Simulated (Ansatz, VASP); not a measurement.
Two plane-wave programs on B5C2

```
CELL_PARAMETERS angstrom
3.73004 0.00000 0.00000
-1.86502 3.23031 0.00000
0.00000 0.00000 5.79714
ATOMIC_POSITIONS crystal
B 0.50000 0.00000 0.00000
B 0.00000 0.50000 0.00000
B 0.50000 0.50000 0.00000
B 0.00000 0.00000 0.26200
B 0.00000 0.00000 0.73800
C 0.00000 0.00000 0.00000
C 0.00000 0.00000 0.50000
```

Alike in both runs: functional PBE; k mesh 5 × 5 × 3; occupations gaussian, width 0.2 eV; no spin polarisation.

Ansatz relaxed the structure, and its values are those at the end. VASP's run is a single point on that final structure, the one shown.

|  | VASP | Ansatz |
| --- | --- | --- |
| version | VASP 6.6.1 | Ansatz 0.2.0 |
| potentials or method | VASP PAW PBE potentials, release 64 (B, C), cutoff 600 eV | scalar-relativistic, plane waves, PAW |
| valence electrons in the cell | 23 | 23 |

```csv
,VASP,Ansatz,Ansatz less VASP
gap on the k mesh at the Fermi level (eV),none,none,-
pressure (GPa),-0.1,0.1,+0.21
rms of the force components (eV/Å),0.009,0.012,+0.0030
```

A gap of «none» marks a metal or a gap that the smearing closes.

The k mesh is coarse, so the values compare programs but aren't converged.
